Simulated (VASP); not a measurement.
Here is a VASP 6.6.1 calculation.

The input INCAR:

```
SYSTEM = P
ALGO     = Normal         ! electronic algorithm
EDIFF    = 1E-6           ! SCF threshold, eV
EDIFFG   = -0.01          ! ionic threshold
ENCUT    = 600            ! plane-wave cutoff, eV
GGA      = PE             ! functional
IBRION   = 2              ! ionic algorithm
ISIF     = 4              ! what is computed and relaxed
ISMEAR   = 0              ! smearing method
IVDW     = 12             ! dispersion correction
LASPH    = .True.         ! aspherical terms in the spheres
LCHARG   = .False.        ! write CHGCAR
LREAL    = .False.        ! projectors in reciprocal space
LWAVE    = .False.        ! write WAVECAR
NELM     = 80             ! most SCF steps
NSW      = 50             ! ionic steps
PREC     = Accurate       ! precision mode
SIGMA    = 0.1            ! smearing width, eV
```

KPOINTS

```
k-points
0
Gamma
  15 15 15
  0 0 0
```

POSCAR

```
P
1.0
    1.6816778217      0.9709171431      2.7500729801
   -1.6816778217      0.9709171431      2.7500729801
    0.0000000000     -1.9418342861      2.7500729802
P
2
Direct
    0.2406754613      0.2406754613      0.2406754613
    0.7593245387      0.7593245387      0.7593245387
```

Potentials or basis: VASP PAW PBE potentials, release 64 (P).

Command:

```bash
$ cat potpaw_PBE.64/P/POTCAR > POTCAR
$ mpirun -np 1 vasp_std > vasp.out
```

(1) Estimate the band gap on the k mesh.

(2) Predict the dispersion energy per atom.

## Answers

(1) zero (bands 5 and 6 overlap by 2.20 eV).

(2) -0.525 eV.
